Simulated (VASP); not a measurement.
A run of VASP 6.6.1 is set up as follows.

File INCAR:

```
SYSTEM = Au
ALGO = Normal
EDIFF = 1E-6
ENCUT = 520
GGA = RP
ISIF = 2
ISMEAR = -1
LASPH = .TRUE.
LCHARG = .FALSE.
LREAL = .FALSE.
LWAVE = .FALSE.
NBANDS = 18
NELM = 80
PREC = Accurate
SIGMA = 0.1
```

File KPOINTS:

```
k-points
0
G
  14 14 7
  0 0 0
```

The input POSCAR:

```
Au
1.0
    2.8623805552      0.0000000000      0.0000000000
   -1.4311902776      2.4788942761      0.0000000000
    0.0000000000      0.0000000000      4.8035307895
Au
2
Direct
    0.3333333333      0.6666666667      0.2500000000
    0.6666666667      0.3333333333      0.7500000000
```

Potentials or basis: VASP PAW PBE potentials, release 64 (Au).

Launch:

```console
$ cat potpaw_PBE.64/Au/POTCAR > POTCAR
$ mpirun -np 1 vasp_std > vasp.out
```

Task: Estimate the pressure.

Result: 12.8 GPa.

Task: Estimate the band gap on the k mesh.

Result: Zero (bands 11 and 12 overlap by 5.99 eV).

Stress tensor (GPa, compression positive):
```
13.09  0.00  0.00
 0.00 13.09  0.00
 0.00  0.00 12.17
```

Caveat: the cell stands under pressure; the PAW data sets were made with another functional, which shifts forces and pressure a little; spin-orbit coupling is left out, which moves the levels of the heavy elements.
